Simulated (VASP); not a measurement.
A run of VASP 6.6.1 is set up as follows.

The input INCAR:

```
SYSTEM = Zr2HS4
PREC = Accurate
ENCUT = 400
EDIFF = 1E-6
ISMEAR = 0
SIGMA = 0.05
LREAL = .FALSE.
LASPH = .TRUE.
NELM = 120
ALGO = Normal
ISIF = 2
LWAVE = .FALSE.
LCHARG = .FALSE.
LDIPOL = .TRUE.
IDIPOL = 3
DIPOL = 0.5 0.5 0.296
GGA = PE
IVDW = 12
NBANDS = 62
GGA_COMPAT = .FALSE.
NELMDL = -8
```

Contents of KPOINTS:

```
regular mesh
0
G
  6 6 1
  0 0 0
```

The input POSCAR:

```
Zr2HS4
1.0
    7.2976778227      0.0000000000      0.0000000000
   -3.6488389114      6.3199743831      0.0000000000
    0.0000000000      0.0000000000     20.9171506047
S Zr H
8 4 2
Direct
    0.3333333333      0.1666666667      0.1912306354
    0.3333333333      0.6666666667      0.1912306354
    0.8333333333      0.1666666667      0.1912306354
    0.8333333333      0.6666666667      0.1912306354
    0.1666666667      0.3333333333      0.3306927762
    0.1666666667      0.8333333333      0.3306927762
    0.6666666667      0.3333333333      0.3306927762
    0.6666666667      0.8333333333      0.3306927762
    0.0000000000      0.0000000000      0.2609617058
    0.0000000000      0.5000000000      0.2609617058
    0.5000000000      0.0000000000      0.2609617058
    0.5000000000      0.5000000000      0.2609617058
    0.3803136712      0.7606273424      0.5028003481
    0.4530196621      0.9060393242      0.5028003481
```

Potentials or basis: VASP PAW PBE potentials, release 64 (S, Zr_sv, H).

Command:

```console
$ cat potpaw_PBE.64/S/POTCAR potpaw_PBE.64/Zr_sv/POTCAR potpaw_PBE.64/H/POTCAR > POTCAR
$ mpirun -np 1 vasp_std > vasp.out
```

Estimate the largest force.

3.418 eV/Å.

Estimate the dispersion energy per atom.

-0.214 eV.

Forces on the atoms (eV/Å):
```
S    0.000  0.002 -0.010
S    0.000 -0.001 -0.008
S    0.000  0.002 -0.010
S    0.000 -0.002 -0.009
S    0.000  0.002  0.019
S    0.003  0.000  0.014
S    0.000 -0.002  0.019
S   -0.003  0.000  0.014
Zr   0.000 -0.007  0.004
Zr   0.000  0.008  0.000
Zr   0.000 -0.008  0.008
Zr   0.000  0.008  0.000
H    0.000  3.418 -0.021
H    0.000 -3.418 -0.020
```
